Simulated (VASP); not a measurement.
# Co (Pm-3m) in VASP: single point with LDA

Aim: the single point of Co with LDA.

Program: VASP 6.6.1. These are calculated values, not measurements. Logs are shortened: lines on timing, memory, paths and dates and some standing lists are left out, and cuts for length are marked.

**1. The cell of the first run**

It takes space group Pm-3m (No. 221, cubic). The conventional cell has a = 2.255 Å, b = 2.255 Å, c = 2.255 Å, α = 90.00°, β = 90.00°, γ = 90.00°. Within 3.0 Å of Co (site symmetry m-3m) lie 6 Co at 2.26 Å.

**2. Single point, LDA, collinear spin, ferromagnetic start**

Contents of INCAR:

```
ALGO     = Normal         # electronic algorithm
EDIFF    = 1E-6           # SCF threshold, eV
ENCUT    = 600            # plane-wave cutoff, eV
GGA_COMPAT= F            
ISIF     = 2              # what is computed and relaxed
ISMEAR   = -1             # smearing method
ISPIN    = 2              # spin polarisation
LASPH    = T              # aspherical terms in the spheres
LCHARG   = F              # write CHGCAR
LMAXMIX  = 4              # l up to which the mixer works
LORBIT   = 11             # projections on sites
LREAL    = F              # projectors in reciprocal space
LWAVE    = F              # write WAVECAR
MAGMOM   = 1.7            # initial moments
NBANDS   = 18             # bands
NELM     = 200            # most SCF steps
PREC     = Accurate       # precision mode
SIGMA    = 0.05           # smearing width, eV
```

Contents of KPOINTS:

```
k-points
0
Gamma
  17 17 17
```

Contents of POSCAR:

```
Co
1.0
    2.2554270947      0.0000000000      0.0000000000
    0.0000000000      2.2554270947      0.0000000000
    0.0000000000      0.0000000000      2.2554270947
Co
1
Direct
    0.0000000000      0.0000000000      0.0000000000
```

Potentials or basis: VASP PAW LDA potentials, release 64 (Co_sv).

Command:

```
$ cat potpaw_LDA.64/Co_sv/POTCAR > POTCAR
$ mpirun -np 1 vasp_std > vasp.out
```

OUTCAR:

```text
EDIFF = 1E-6
   ENCUT = 600
   ISIF = 2
   ISMEAR = -1
   ISPIN = 2
   LASPH = T
   LORBIT = 11
   LREAL = F
   NELM = 200
   PREC = Accurate

 ion  position               nearest neighbor table
   1  0.000  0.000  0.000-

  LATTYP: Found a simple cubic cell.
 ALAT       =     2.2554270947

  Lattice vectors:

 A1 = (   2.2554270947,   0.0000000000,   0.0000000000)
 A2 = (   0.0000000000,   2.2554270947,   0.0000000000)
 A3 = (   0.0000000000,   0.0000000000,   2.2554270947)

Analysis of symmetry for initial positions (statically):
=====================================================================
 Subroutine PRICEL returns:
 Original cell was already a primitive cell.

 Routine SETGRP: Setting up the symmetry group for a
 simple cubic supercell.

 Subroutine GETGRP returns: Found 48 space group operations
 (whereof 48 operations were pure point group operations)
 out of a pool of 48 trial point group operations.

The static configuration has the point symmetry O_h .

Analysis of symmetry for dynamics (positions and initial velocities):
=====================================================================
 Subroutine PRICEL returns:
 Original cell was already a primitive cell.

 Routine SETGRP: Setting up the symmetry group for a
 simple cubic supercell.

 Subroutine GETGRP returns: Found 48 space group operations
 (whereof 48 operations were pure point group operations)
 out of a pool of 48 trial point group operations.

The dynamic configuration has the point symmetry O_h .

Analysis of structural, dynamic, and magnetic symmetry:
=====================================================================
 Subroutine PRICEL returns:
 Original cell was already a primitive cell.

 Routine SETGRP: Setting up the symmetry group for a
 simple cubic supercell.

 Subroutine GETGRP returns: Found 48 space group operations
 (whereof 48 operations were pure point group operations)
 out of a pool of 48 trial point group operations.

The overall configuration has the point symmetry O_h .

 Subroutine INISYM returns: Found 48 space group operations
 (whereof 48 operations are pure point group operations),
 and found     1 'primitive' translations

----------------------------------------------------------------------------------------

                                     Primitive cell

  volume of cell :      11.4732

  direct lattice vectors                    reciprocal lattice vectors
     2.255427095  0.000000000  0.000000000     0.443375005  0.000000000  0.000000000
     0.000000000  2.255427095  0.000000000     0.000000000  0.443375005  0.000000000
     0.000000000  0.000000000  2.255427095     0.000000000  0.000000000  0.443375005

  length of vectors
     2.255427095  2.255427095  2.255427095     0.443375005  0.443375005  0.443375005

  position of ions in fractional coordinates (direct lattice)
     0.000000000  0.000000000  0.000000000

  ion indices of the primitive-cell ions
   primitive index   ion index
                 1           1

----------------------------------------------------------------------------------------

 KPOINTS: k-points

Automatic generation of k-mesh.
 Grid dimensions read from file:
 generate k-points for:   17   17   17

 Generating k-lattice:

  Cartesian coordinates                     Fractional coordinates (reciprocal lattice)
     0.026080883  0.000000000  0.000000000     0.058823529  0.000000000  0.000000000
     0.000000000  0.026080883  0.000000000     0.000000000  0.058823529  0.000000000
     0.000000000  0.000000000  0.026080883     0.000000000  0.000000000  0.058823529

  Length of vectors
     0.026080883  0.026080883  0.026080883

  Shift w.r.t. Gamma in fractional coordinates (k-lattice)
     0.000000000  0.000000000  0.000000000

 Subroutine IBZKPT returns following result:
 ===========================================

 Found    165 irreducible k-points:

 Following reciprocal coordinates:
            Coordinates               Weight
  0.000000  0.000000  0.000000      1.000000
  0.058824  0.000000  0.000000      6.000000
  0.117647  0.000000  0.000000      6.000000
  0.176471  0.000000  0.000000      6.000000
  0.235294  0.000000  0.000000      6.000000
  0.294118  0.000000  0.000000      6.000000
[... 16 lines left out ...]
  0.411765  0.117647  0.000000     24.000000
  0.470588  0.117647  0.000000     24.000000
 [... further k-points ...]
   k-points           NKPTS =    165   k-points in BZ     NKDIM =    165   number of bands    NBANDS=     18
   number of dos      NEDOS =    301   number of ions     NIONS =      1
   total plane-waves  NPLWV =   5832
   dimension x,y,z NGX =    18 NGY =   18 NGZ =   18
   dimension x,y,z NGXF=    36 NGYF=   36 NGZF=   36
   ions per type =               1
   NGX,Y,Z   is equivalent  to a cutoff of  13.27, 13.27, 13.27 a.u.
   NGXF,Y,Z  is equivalent  to a cutoff of  26.54, 26.54, 26.54 a.u.
 SYSTEM =  unknown system
   PREC   = accura    normal or accurate (medium, high low for compatibility)
   ISTART =      0    job   : 0-new  1-cont  2-samecut
   ICHARG =      2    charge: 1-file 2-atom 10-const
   ISPIN  =      2    spin polarized calculation?
   LNONCOLLINEAR =      F non collinear calculations
   LSORBIT =      F    spin-orbit coupling
   LASPH  =      T    aspherical Exc in radial PAW
   ENCUT  =  600.0 eV  44.10 Ry    6.64 a.u.   4.50  4.50  4.50*2*pi/ulx,y,z
   NELM   =    200;   NELMIN=  2; NELMDL= -5     # of ELM steps
   EDIFF  = 0.1E-05   stopping-criterion for ELM
   LREAL  =      F    real-space projection
   EDIFFG = 0.1E-04   stopping-criterion for IOM
   NSW    =      0    number of steps for IOM
   IBRION =     -1    ionic relax: 0-MD 1-quasi-New 2-CG
   NFREE  =      0    steps in history (QN), initial steepest desc. (CG)
   ISIF   =      2    stress and relaxation
   ISYM   =      2    0-nonsym 1-usesym 2-fastsym
   POTIM  = 0.5000    time-step for ionic-motion
   TEBEG  =    0.0;   TEEND  =   0.0 temperature during run
   PSTRESS=    0.0 pullay stress
   NELECT =      17.0000    total number of electrons
   NUPDOWN=      -1.0000    fix difference up-down
   EMIN   =  10.00;   EMAX   =-10.00  energy-range for DOS
   EFERMI =   0.00;   METHOD = LEGACY
   ISMEAR =    -1;   SIGMA  =   0.05  broadening in eV -4-tet -1-fermi 0-gaus
   EFERMI_NEDOS =   21; number of points for ismear=-14 and -15
   IALGO  =     38    algorithm
   IMIX   =      4    mixing-type and parameters
     AMIX     =   0.40;   BMIX     =  1.00
     AMIX_MAG =   1.60;   BMIX_MAG =  1.00
  volume/ion in A,a.u.               =      11.47        77.43
  Fermi-wavevector in a.u.,A,eV,Ry     =   1.866361  3.526911 47.393226  3.483304
  Thomas-Fermi vector in A             =   2.913075
   LORBIT       =     11    0 simple, 1 ext, 2 COOP (PROOUT), +10 PAW based schemes
   GGA     = CA    functional components
   LHFCALC =     F    Hartree Fock is set to
   AEXX    =    0.0000 exact exchange contribution
   IVDW    =     0    specifies the selected vdW correction
   LEPSILON=     F    determine dielectric tensor
   LRPA    =     F    only Hartree local field effects (RPA)
 spin polarized calculation
  energy-cutoff  :      600.00
  volume of cell :       11.47
 maximum number of plane-waves:       395
 NGX is ok and might be reduce to    18
   NGX =  9   NGY =  9   NGZ =  9

 number of electron      16.9999986 magnetization       1.4798770

 Free energy of the ion-electron system (eV)
  ---------------------------------------------------
  ext. energy  EPLUGINS =         0.00000000
  ---------------------------------------------------
  free energy    TOTEN  =        -7.29957658 eV

  energy without entropy =       -7.28692389  energy(sigma->0) =       -7.29325023

 E-fermi :  10.9004     XC(G=0): -13.8494

 val. band max:       10.8928030956   @ k =   0.3529   0.2941   0.0000
 cond. band min:      10.9023684232   @ k =   0.4706   0.4706   0.0000
 fundamental gap:      0.0095653276
 Fermi energy:        10.9003683430

 spin component 1

 k-point     1 :       0.0000    0.0000    0.0000
  band No.  band energies     occupation
      1     -84.0355      1.00000
      2     -47.5939      1.00000
      3     -47.5939      1.00000
      4     -47.5939      1.00000
      5       2.1349      1.00000
      6       6.3805      1.00000
[... 10 lines left out ...]
     17      52.9448      0.00000
     18      52.9448      0.00000

 k-point     2 :       0.0588    0.0000    0.0000
  band No.  band energies     occupation
      1     -84.0333      1.00000
      2     -47.6094      1.00000
      3     -47.5924      1.00000
      4     -47.5924      1.00000
      5       2.2460      1.00000
      6       6.3982      1.00000
[... 10 lines left out ...]
     17      51.9691      0.00000
     18      52.7105      0.00000

 k-point     3 :       0.1176    0.0000    0.0000
  band No.  band energies     occupation
      1     -84.0269      1.00000
      2     -47.6572      1.00000
      3     -47.5884      1.00000
      4     -47.5884      1.00000
      5       2.5728      1.00000
      6       6.4496      1.00000
[... 10 lines left out ...]
     17      50.0642      0.00000
     18      51.9392      0.00000

 k-point     4 :       0.1765    0.0000    0.0000
  band No.  band energies     occupation
      1     -84.0173      1.00000
      2     -47.7275      1.00000
      3     -47.5824      1.00000
      4     -47.5824      1.00000
      5       3.0946      1.00000
      6       6.5279      1.00000
[... 375 lines left out ...]
      4     -47.5567      1.00000
      5       5.6236      1.00000
      6       7.0152      1.00000
[... 10 lines left out ...]
     17      45.3615      0.00000
     18      46.3771      0.00000

 k-point    23 :       0.4118    0.1176    0.0000
  band No.  band energies     occupation
      1     -83.9664      1.00000
      2     -48.0246      1.00000
      3     -47.6168      1.00000
      4     -47.5517      1.00000
      5       6.2246      1.00000
      6       7.1100      1.00000
[... 10 lines left out ...]
     17      44.0408      0.00000
     18      45.7736      0.00000

 k-point    24 :       0.4706    0.1176    0.0000
  band No.  band energies     occupation
      1     -83.9620      1.00000
      2     -48.0553      1.00000
      3     -47.6140      1.00000
      4     -47.5491      1.00000
      5       6.5763      1.00000
      6       7.1944      1.00000
[... 10 lines left out ...]
     17      44.0153      0.00000
     18      45.6110      0.00000

 [... further k-points ...]

 spin component 2

 k-point     1 :       0.0000    0.0000    0.0000
  band No.  band energies     occupation
      1     -82.3883      1.00000
      2     -45.9881      1.00000
      3     -45.9881      1.00000
      4     -45.9881      1.00000
      5       2.3699      1.00000
      6       7.4182      1.00000
[... 10 lines left out ...]
     17      53.1978      0.00000
     18      53.1978      0.00000

 k-point     2 :       0.0588    0.0000    0.0000
  band No.  band energies     occupation
      1     -82.3860      1.00000
      2     -46.0047      1.00000
      3     -45.9866      1.00000
      4     -45.9866      1.00000
      5       2.4814      1.00000
      6       7.4377      1.00000
[... 10 lines left out ...]
     17      52.2327      0.00000
     18      52.9783      0.00000

 k-point     3 :       0.1176    0.0000    0.0000
  band No.  band energies     occupation
      1     -82.3794      1.00000
      2     -46.0551      1.00000
      3     -45.9823      1.00000
      4     -45.9823      1.00000
      5       2.8103      1.00000
      6       7.4938      1.00000
[... 10 lines left out ...]
     17      50.3635      0.00000
     18      52.2480      0.00000

 k-point     4 :       0.1765    0.0000    0.0000
  band No.  band energies     occupation
      1     -82.3693      1.00000
      2     -46.1295      1.00000
      3     -45.9760      1.00000
      4     -45.9760      1.00000
      5       3.3390      1.00000
      6       7.5797      1.00000
[... 375 lines left out ...]
      4     -45.9488      1.00000
      5       6.0455      1.00000
      6       8.0893      1.00000
[... 10 lines left out ...]
     17      45.7827      0.00000
     18      46.6917      0.00000

 k-point    23 :       0.4118    0.1176    0.0000
  band No.  band energies     occupation
      1     -82.3159      1.00000
      2     -46.4436      1.00000
      3     -46.0123      1.00000
      4     -45.9435      1.00000
      5       6.7961      1.00000
      6       8.1836      1.00000
[... 10 lines left out ...]
     17      44.4978      0.00000
     18      46.0706      0.00000

 k-point    24 :       0.4706    0.1176    0.0000
  band No.  band energies     occupation
      1     -82.3113      1.00000
      2     -46.4760      1.00000
      3     -46.0094      1.00000
      4     -45.9407      1.00000
      5       7.2999      1.00000
      6       8.2639      1.00000
[... 10 lines left out ...]
     17      44.5075      0.00000
     18      45.8885      0.00000

 [... further k-points ...]
[... 5 lines left out ...]
  --------------------------------------------------------------------------------------
  -------------------------------------------------------------------------------------
  Total       -0.2749081     -0.2749081     -0.2749081     -0.0000000     -0.0000000      0.0000000
  in kB      -38.3894332    -38.3894332    -38.3894332     -0.0000000     -0.0000000      0.0000000
  external PRESSURE =     -38.3894332 kB  Pullay stress =       0.0000000 kB

 VOLUME and BASIS-vectors are now :
 -----------------------------------------------------------------------------
  energy-cutoff  :      600.00
  volume of cell :       11.47
      direct lattice vectors                 reciprocal lattice vectors
     2.255427095  0.000000000  0.000000000     0.443375005  0.000000000  0.000000000
     0.000000000  2.255427095  0.000000000     0.000000000  0.443375005  0.000000000
     0.000000000  0.000000000  2.255427095     0.000000000  0.000000000  0.443375005

 POSITION                                       TOTAL-FORCE (eV/Angst)
 -----------------------------------------------------------------------------------
      0.00000      0.00000      0.00000         0.000000      0.000000      0.000000
 -----------------------------------------------------------------------------------
    total drift:                               -0.000000      0.000000     -0.000000

  FREE ENERGIE OF THE ION-ELECTRON SYSTEM (eV)
  ---------------------------------------------------
  free  energy   TOTEN  =        -7.2995765770 eV

  energy  without entropy=       -7.2869238913  energy(sigma->0) =       -7.29325023

 total charge

# of ion       s       p       d       tot
------------------------------------------
    1        2.273   6.101   6.787  15.161

 magnetization (x)

# of ion       s       p       d       tot
------------------------------------------
    1        0.005   0.003   1.453   1.461
```

Wall time 58 s (1 thread of AMD EPYC 7R43 (Zen 3), shared host); peak memory 0.13 GiB.

Results:

```yaml
Free_energy: -7.2996 eV
Pressure: -3.8 GPa
Net_moment: 1.48 μB per cell
Site_moments: Co +1.46 μB
Valence_electrons_inside_the_program's_atomic_spheres: Co 15.16
```
